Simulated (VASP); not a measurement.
Here is a VASP 6.6.1 calculation.

The input INCAR:

```
SYSTEM = GaN
PREC = Accurate ; ENCUT = 520
EDIFF = 1E-7 ; ISMEAR = 0
SIGMA = 0.01 ; LREAL = .False.
LASPH = .True. ; NELM = 60
ALGO = Normal ; ISIF = 2
LWAVE = .False. ; LCHARG = .False.
GGA = RP ; NBANDS = 16
```

The input KPOINTS:

```
Automatic mesh
0
Gamma
  8 8 8
  0 0 0
```

POSCAR

```
GaN
1.0
    0.0000000000      2.2920141942      2.2920141942
    2.2920141942      0.0000000000      2.2920141942
    2.2920141942      2.2920141942      0.0000000000
Ga N
1 1
Direct
    0.0000000000      0.0000000000      0.0000000000
    0.7500000000      0.7500000000      0.7500000000
```

Potentials or basis: VASP PAW PBE potentials, release 64 (Ga_d, N).

The run is started by

```sh
$ cat potpaw_PBE.64/Ga_d/POTCAR potpaw_PBE.64/N/POTCAR > POTCAR
$ mpirun -np 1 vasp_std > vasp.out
```

Predict the band gap on the k mesh.

1.45 eV, direct.

What does it give for the pressure?

-0.1 GPa.

Caveat: the PAW data sets were made with another functional, which shifts forces and pressure a little. A hybrid or GW would open this gap; RPBE tends to underestimate it.
